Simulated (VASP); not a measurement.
# Ti (Pm-3m) in VASP: notebook

Runs on Ti. Level: PBEsol. Tasks: single point.

Everything below comes from runs of VASP 6.6.1. Logs are shortened: lines on timing, memory, paths and dates and some standing lists are left out, and cuts for length are marked.

**1. The cell of the first run**

The structure is cubic, space group Pm-3m (No. 221). The conventional cell has a = 2.593 Å, b = 2.593 Å, c = 2.593 Å, α = 90.00°, β = 90.00°, γ = 90.00°. Within 3.4 Å of Ti (site symmetry m-3m) lie 6 Ti at 2.59 Å.

**2. Single point, PBEsol**

The input, INCAR:

```
ALGO = Normal
EDIFF = 1E-6
ENCUT = 520
GGA = PS
ISIF = 2
ISMEAR = 1
LASPH = True
LCHARG = False
LREAL = False
LWAVE = False
NBANDS = 12
NELM = 100
PREC = Accurate
SIGMA = 0.05
```

The input, KPOINTS:

```
k-points
0
Gamma
  15 15 15
```

The input, POSCAR:

```
Ti
1.0
    2.5929219910      0.0000000000      0.0000000000
    0.0000000000      2.5929219910      0.0000000000
    0.0000000000      0.0000000000      2.5929219910
Ti
1
Direct
    0.0000000000      0.0000000000      0.0000000000
```

Potentials or basis: VASP PAW PBE potentials, release 64 (Ti_sv).

Run with:

```sh
$ cat potpaw_PBE.64/Ti_sv/POTCAR > POTCAR
$ mpirun -np 1 vasp_std > vasp.out
```

OUTCAR:

```text
EDIFF = 1E-6
   ENCUT = 520
   GGA = PS
   ISIF = 2
   ISMEAR = 1
   LASPH = True
   LREAL = False
   NELM = 100
   PREC = Accurate

 ion  position               nearest neighbor table
   1  0.000  0.000  0.000-

  LATTYP: Found a simple cubic cell.
 ALAT       =     2.5929219910

  Lattice vectors:

 A1 = (   2.5929219910,   0.0000000000,   0.0000000000)
 A2 = (   0.0000000000,   2.5929219910,   0.0000000000)
 A3 = (   0.0000000000,   0.0000000000,   2.5929219910)

Analysis of symmetry for initial positions (statically):
=====================================================================
 Subroutine PRICEL returns:
 Original cell was already a primitive cell.

 Routine SETGRP: Setting up the symmetry group for a
 simple cubic supercell.

 Subroutine GETGRP returns: Found 48 space group operations
 (whereof 48 operations were pure point group operations)
 out of a pool of 48 trial point group operations.

The static configuration has the point symmetry O_h .

Analysis of symmetry for dynamics (positions and initial velocities):
=====================================================================
 Subroutine PRICEL returns:
 Original cell was already a primitive cell.

 Routine SETGRP: Setting up the symmetry group for a
 simple cubic supercell.

 Subroutine GETGRP returns: Found 48 space group operations
 (whereof 48 operations were pure point group operations)
 out of a pool of 48 trial point group operations.

The dynamic configuration has the point symmetry O_h .

 Subroutine INISYM returns: Found 48 space group operations
 (whereof 48 operations are pure point group operations),
 and found     1 'primitive' translations

----------------------------------------------------------------------------------------

                                     Primitive cell

  volume of cell :      17.4328

  direct lattice vectors                    reciprocal lattice vectors
     2.592921991  0.000000000  0.000000000     0.385665286  0.000000000  0.000000000
     0.000000000  2.592921991  0.000000000     0.000000000  0.385665286  0.000000000
     0.000000000  0.000000000  2.592921991     0.000000000  0.000000000  0.385665286

  length of vectors
     2.592921991  2.592921991  2.592921991     0.385665286  0.385665286  0.385665286

  position of ions in fractional coordinates (direct lattice)
     0.000000000  0.000000000  0.000000000

  ion indices of the primitive-cell ions
   primitive index   ion index
                 1           1

----------------------------------------------------------------------------------------

 KPOINTS: k-points

Automatic generation of k-mesh.
 Grid dimensions read from file:
 generate k-points for:   15   15   15

 Generating k-lattice:

  Cartesian coordinates                     Fractional coordinates (reciprocal lattice)
     0.025711019  0.000000000  0.000000000     0.066666667  0.000000000  0.000000000
     0.000000000  0.025711019  0.000000000     0.000000000  0.066666667  0.000000000
     0.000000000  0.000000000  0.025711019     0.000000000  0.000000000  0.066666667

  Length of vectors
     0.025711019  0.025711019  0.025711019

  Shift w.r.t. Gamma in fractional coordinates (k-lattice)
     0.000000000  0.000000000  0.000000000

 Subroutine IBZKPT returns following result:
 ===========================================

 Found    120 irreducible k-points:

 Following reciprocal coordinates:
            Coordinates               Weight
  0.000000  0.000000  0.000000      1.000000
  0.066667  0.000000  0.000000      6.000000
  0.133333  0.000000  0.000000      6.000000
  0.200000  0.000000  0.000000      6.000000
  0.266667  0.000000  0.000000      6.000000
  0.333333  0.000000  0.000000      6.000000
[... 16 lines left out ...]
  0.266667  0.200000  0.000000     24.000000
  0.333333  0.200000  0.000000     24.000000
 [... further k-points ...]
   k-points           NKPTS =    120   k-points in BZ     NKDIM =    120   number of bands    NBANDS=     12
   number of dos      NEDOS =    301   number of ions     NIONS =      1
   total plane-waves  NPLWV =   8000
   dimension x,y,z NGX =    20 NGY =   20 NGZ =   20
   dimension x,y,z NGXF=    40 NGYF=   40 NGZF=   40
   ions per type =               1
   NGX,Y,Z   is equivalent  to a cutoff of  12.82, 12.82, 12.82 a.u.
   NGXF,Y,Z  is equivalent  to a cutoff of  25.65, 25.65, 25.65 a.u.
 SYSTEM =  unknown system
   PREC   = accura    normal or accurate (medium, high low for compatibility)
   ISTART =      0    job   : 0-new  1-cont  2-samecut
   ICHARG =      2    charge: 1-file 2-atom 10-const
   ISPIN  =      1    spin polarized calculation?
   LNONCOLLINEAR =      F non collinear calculations
   LSORBIT =      F    spin-orbit coupling
   LASPH  =      T    aspherical Exc in radial PAW
   ENCUT  =  520.0 eV  38.22 Ry    6.18 a.u.   4.82  4.82  4.82*2*pi/ulx,y,z
   NELM   =    100;   NELMIN=  2; NELMDL= -5     # of ELM steps
   EDIFF  = 0.1E-05   stopping-criterion for ELM
   LREAL  =      F    real-space projection
   EDIFFG = 0.1E-04   stopping-criterion for IOM
   NSW    =      0    number of steps for IOM
   IBRION =     -1    ionic relax: 0-MD 1-quasi-New 2-CG
   NFREE  =      0    steps in history (QN), initial steepest desc. (CG)
   ISIF   =      2    stress and relaxation
   ISYM   =      2    0-nonsym 1-usesym 2-fastsym
   POTIM  = 0.5000    time-step for ionic-motion
   TEBEG  =    0.0;   TEEND  =   0.0 temperature during run
   PSTRESS=    0.0 pullay stress
   NELECT =      12.0000    total number of electrons
   NUPDOWN=      -1.0000    fix difference up-down
   EMIN   =  10.00;   EMAX   =-10.00  energy-range for DOS
   EFERMI =   0.00;   METHOD = LEGACY
   ISMEAR =     1;   SIGMA  =   0.05  broadening in eV -4-tet -1-fermi 0-gaus
   EFERMI_NEDOS =   21; number of points for ismear=-14 and -15
   IALGO  =     38    algorithm
   IMIX   =      4    mixing-type and parameters
     AMIX     =   0.40;   BMIX     =  1.00
     AMIX_MAG =   1.60;   BMIX_MAG =  1.00
  volume/ion in A,a.u.               =      17.43       117.64
  Fermi-wavevector in a.u.,A,eV,Ry     =   1.445481  2.731563 28.428231  2.089416
  Thomas-Fermi vector in A             =   2.563658
   LORBIT       =      0    0 simple, 1 ext, 2 COOP (PROOUT), +10 PAW based schemes
   GGA     = PS    functional components
   LHFCALC =     F    Hartree Fock is set to
   AEXX    =    0.0000 exact exchange contribution
   IVDW    =     0    specifies the selected vdW correction
   LEPSILON=     F    determine dielectric tensor
   LRPA    =     F    only Hartree local field effects (RPA)
 non-spin polarized calculation
 Methfessel and Paxton  Order N= 1 SIGMA  =   0.05
  energy-cutoff  :      520.00
  volume of cell :       17.43
 maximum number of plane-waves:       487
 NGX is ok and might be reduce to    20
   NGX =  9   NGY =  9   NGZ =  9

 number of electron      12.0000000 magnetization

 Free energy of the ion-electron system (eV)
  ---------------------------------------------------
  ext. energy  EPLUGINS =         0.00000000
  ---------------------------------------------------
  free energy    TOTEN  =        -7.49780986 eV

  energy without entropy =       -7.49769542  energy(sigma->0) =       -7.49777171

 E-fermi :   7.9120     XC(G=0): -11.5161

 val. band max:        7.9075758211   @ k =   0.3333   0.3333   0.3333
 cond. band min:       7.9155191528   @ k =   0.2000   0.2000   0.0667
 fundamental gap:      0.0079433317
 Fermi energy:         7.9119760156

 k-point     1 :       0.0000    0.0000    0.0000
  band No.  band energies     occupation
      1     -48.3256      2.00000
      2     -24.1238      2.00000
      3     -24.1238      2.00000
      4     -24.1238      2.00000
      5       2.1280      2.00000
      6       6.5665      2.00000
      7       6.5665      2.00000
      8      12.1091      0.00000
      9      12.1091      0.00000
     10      12.1091      0.00000
     11      24.1961      0.00000
     12      24.1961      0.00000

 k-point     2 :       0.0667    0.0000    0.0000
  band No.  band energies     occupation
      1     -48.3191      2.00000
      2     -24.1702      2.00000
      3     -24.1199      2.00000
      4     -24.1199      2.00000
      5       2.2493      2.00000
      6       6.5968      2.00000
      7       6.6577      2.00000
      8      12.0027      0.00000
      9      12.0027      0.00000
     10      12.1169      0.00000
     11      23.2797      0.00000
     12      24.3923      0.00000

 k-point     3 :       0.1333    0.0000    0.0000
  band No.  band energies     occupation
      1     -48.3005      2.00000
      2     -24.3002      2.00000
      3     -24.1087      2.00000
      4     -24.1087      2.00000
      5       2.6004      2.00000
      6       6.6836      2.00000
      7       6.9166      2.00000
      8      11.7150      0.00000
      9      11.7150      0.00000
     10      12.1391      0.00000
     11      21.5185      0.00000
     12      24.9502      0.00000
[... 286 lines left out ...]
 k-point    23 :       0.2667    0.2000    0.0000
  band No.  band energies     occupation
      1     -48.1899      2.00000
      2     -24.6570      2.00000
      3     -24.4232      2.00000
      4     -24.0426      2.00000
      5       4.6464      2.00000
      6       7.3480      2.00000
      7       8.2969     -0.00000
      8      10.2372      0.00000
      9      11.0040      0.00000
     10      11.5165      0.00000
     11      18.8907      0.00000
     12      21.7191      0.00000

 k-point    24 :       0.3333    0.2000    0.0000
  band No.  band energies     occupation
      1     -48.1598      2.00000
      2     -24.8506      2.00000
      3     -24.4009      2.00000
      4     -24.0248      2.00000
      5       5.2784      2.00000
      6       7.3925      2.00000
      7       8.4607     -0.00000
      8      10.3885      0.00000
      9      10.6623      0.00000
     10      11.5627      0.00000
     11      17.4591      0.00000
     12      22.4171      0.00000

 [... further k-points ...]

------------------------ aborting loop because EDIFF is reached ----------------------------------------

  FORCE on cell =-STRESS in cart. coord.  units (eV):
  Direction    XX          YY          ZZ          XY          YZ          ZX
  --------------------------------------------------------------------------------------
  -------------------------------------------------------------------------------------
  Total       -0.0083129     -0.0083129     -0.0083129      0.0000000      0.0000000     -0.0000000
  in kB       -0.7640035     -0.7640035     -0.7640035      0.0000000      0.0000000     -0.0000000
  external PRESSURE =      -0.7640035 kB  Pullay stress =       0.0000000 kB

 VOLUME and BASIS-vectors are now :
 -----------------------------------------------------------------------------
  energy-cutoff  :      520.00
  volume of cell :       17.43
      direct lattice vectors                 reciprocal lattice vectors
     2.592921991  0.000000000  0.000000000     0.385665286  0.000000000  0.000000000
     0.000000000  2.592921991  0.000000000     0.000000000  0.385665286  0.000000000
     0.000000000  0.000000000  2.592921991     0.000000000  0.000000000  0.385665286

 POSITION                                       TOTAL-FORCE (eV/Angst)
 -----------------------------------------------------------------------------------
      0.00000      0.00000      0.00000         0.000000      0.000000      0.000000
 -----------------------------------------------------------------------------------
    total drift:                               -0.000000      0.000000     -0.000000

  FREE ENERGIE OF THE ION-ELECTRON SYSTEM (eV)
  ---------------------------------------------------
  free  energy   TOTEN  =        -7.4978098639 eV

  energy  without entropy=       -7.4976954152  energy(sigma->0) =       -7.49777171
```

Wall time 36 s (1 thread of AMD EPYC 7R13, shared host); peak memory 0.11 GiB.

Results:

```yaml
Free_energy: -7.4978 eV
Pressure: -0.1 GPa
Band_gap_on_the_k_mesh: zero (band 6 reaches 8.61 eV, above the bottom of band 7 at 6.57 eV)
```

Caveat: the PAW data sets were made with another functional, which shifts forces and pressure a little.

**3. Single point, PBEsol**

This run uses another cell than the first one, of 17.17 Å³/atom, 0.985 times its volume.

The input, INCAR:

```
  ALGO = Normal
  EDIFF = 1E-7
  ENCUT = 520
  GGA = PS
  ISIF = 2
  ISMEAR = 1
  LASPH = T
  LCHARG = F
  LREAL = F
  LWAVE = F
  NBANDS = 12
  NELM = 100
  PREC = Accurate
  SIGMA = 0.05
```

The input, KPOINTS:

```
k-points
0
Gamma
  16 16 16
```

The input, POSCAR:

```
Ti
1.0
    2.5800324841      0.0000000000      0.0000000000
    0.0000000000      2.5800324841      0.0000000000
    0.0000000000      0.0000000000      2.5800324841
Ti
1
Direct
    0.0000000000      0.0000000000      0.0000000000
```

Potentials or basis: VASP PAW PBE potentials, release 64 (Ti_sv).

Run with:

```sh
$ cat potpaw_PBE.64/Ti_sv/POTCAR > POTCAR
$ mpirun -np 1 vasp_std > vasp.out
```

OUTCAR:

```text
EDIFF = 1E-7
   ENCUT = 520
   GGA = PS
   ISIF = 2
   ISMEAR = 1
   LASPH = T
   LREAL = F
   NELM = 100
   PREC = Accurate

 ion  position               nearest neighbor table
   1  0.000  0.000  0.000-

  LATTYP: Found a simple cubic cell.
 ALAT       =     2.5800324841

  Lattice vectors:

 A1 = (   2.5800324841,   0.0000000000,   0.0000000000)
 A2 = (   0.0000000000,   2.5800324841,   0.0000000000)
 A3 = (   0.0000000000,   0.0000000000,   2.5800324841)

Analysis of symmetry for initial positions (statically):
[... 538 lines left out ...]

 [... further k-points ...]

------------------------ aborting loop because EDIFF is reached ----------------------------------------

  FORCE on cell =-STRESS in cart. coord.  units (eV):
  Direction    XX          YY          ZZ          XY          YZ          ZX
  --------------------------------------------------------------------------------------
  -------------------------------------------------------------------------------------
  Total        0.1645404      0.1645404      0.1645404      0.0000000     -0.0000000     -0.0000000
  in kB       15.3499710     15.3499710     15.3499710      0.0000000     -0.0000000     -0.0000000
  external PRESSURE =      15.3499710 kB  Pullay stress =       0.0000000 kB

 VOLUME and BASIS-vectors are now :
 -----------------------------------------------------------------------------
  energy-cutoff  :      520.00
  volume of cell :       17.17
      direct lattice vectors                 reciprocal lattice vectors
     2.580032484  0.000000000  0.000000000     0.387592019  0.000000000  0.000000000
     0.000000000  2.580032484  0.000000000     0.000000000  0.387592019  0.000000000
     0.000000000  0.000000000  2.580032484     0.000000000  0.000000000  0.387592019

 POSITION                                       TOTAL-FORCE (eV/Angst)
 -----------------------------------------------------------------------------------
      0.00000      0.00000      0.00000         0.000000      0.000000      0.000000
 -----------------------------------------------------------------------------------
    total drift:                               -0.000000     -0.000000     -0.000000

  FREE ENERGIE OF THE ION-ELECTRON SYSTEM (eV)
  ---------------------------------------------------
  free  energy   TOTEN  =        -7.4996563098 eV

  energy  without entropy=       -7.4991250183  energy(sigma->0) =       -7.49947921
```

OSZICAR:

```text
N       E                     dE             d eps       ncg     rms          rms(c)
DAV:   1     0.887418802800E+02    0.88742E+02   -0.65150E+03  3976   0.121E+03
DAV:   2    -0.376551902021E+01   -0.92507E+02   -0.89601E+02  4004   0.298E+02
DAV:   3    -0.810079134710E+01   -0.43353E+01   -0.42191E+01  5448   0.654E+01
DAV:   4    -0.818537147349E+01   -0.84580E-01   -0.83830E-01  4528   0.791E+00
DAV:   5    -0.818739723693E+01   -0.20258E-02   -0.20256E-02  4860   0.108E+00    0.856E+00
DAV:   6    -0.748234690460E+01    0.70505E+00   -0.17095E+00  4212   0.179E+01    0.248E+00
DAV:   7    -0.748570200160E+01   -0.33551E-02   -0.66666E-02  4996   0.269E+00    0.136E+00
DAV:   8    -0.749948957414E+01   -0.13788E-01   -0.38010E-02  4236   0.220E+00    0.118E-01
DAV:   9    -0.749970065527E+01   -0.21108E-03   -0.30224E-03  4864   0.562E-01    0.922E-02
DAV:  10    -0.749968076750E+01    0.19888E-04   -0.30441E-04  4240   0.175E-01    0.283E-02
DAV:  11    -0.749965567680E+01    0.25091E-04   -0.20409E-05  4724   0.624E-02    0.119E-02
DAV:  12    -0.749965630600E+01   -0.62920E-06   -0.31346E-06  4288   0.166E-02    0.183E-03
DAV:  13    -0.749965630977E+01   -0.37785E-08   -0.29851E-08  3156   0.160E-03
   1 F= -.74996563E+01 E0= -.74994792E+01  d E =-.531292E-03
```

Wall time 52 s (1 thread of AMD EPYC 7R13, shared host); peak memory 0.12 GiB.

Results:

| Property | Result |
| --- | --- |
| Free energy | -7.4997 eV |
| Pressure | 1.5 GPa |
| Band gap on the k mesh | zero (band 6 reaches 8.89 eV, above the bottom of band 7 at 6.69 eV) |

Levels at points of the mesh, in eV from the Fermi level:
```tsv
k point	band 2	band 3	band 4	band 5	band 6	band 7	band 8	band 9	band 10	band 11
(0.00, 0.00, 0.00)	-32.05	-32.05	-32.05	-5.87	-1.43	-1.43	4.21	4.21	4.21	16.40
(0.50, 0.00, 0.00)	-33.11	-31.95	-31.95	-1.88	-0.65	-0.13	2.16	2.16	4.40	7.87
(0.50, 0.50, 0.00)	-32.95	-32.95	-31.86	-2.98	-0.10	2.62	2.62	5.48	5.58	5.58
(0.50, 0.50, 0.50)	-32.80	-32.80	-32.80	-1.35	-1.35	-1.35	5.59	5.59	9.13	12.23
```

Caveat: the PAW data sets were made with another functional, which shifts forces and pressure a little.
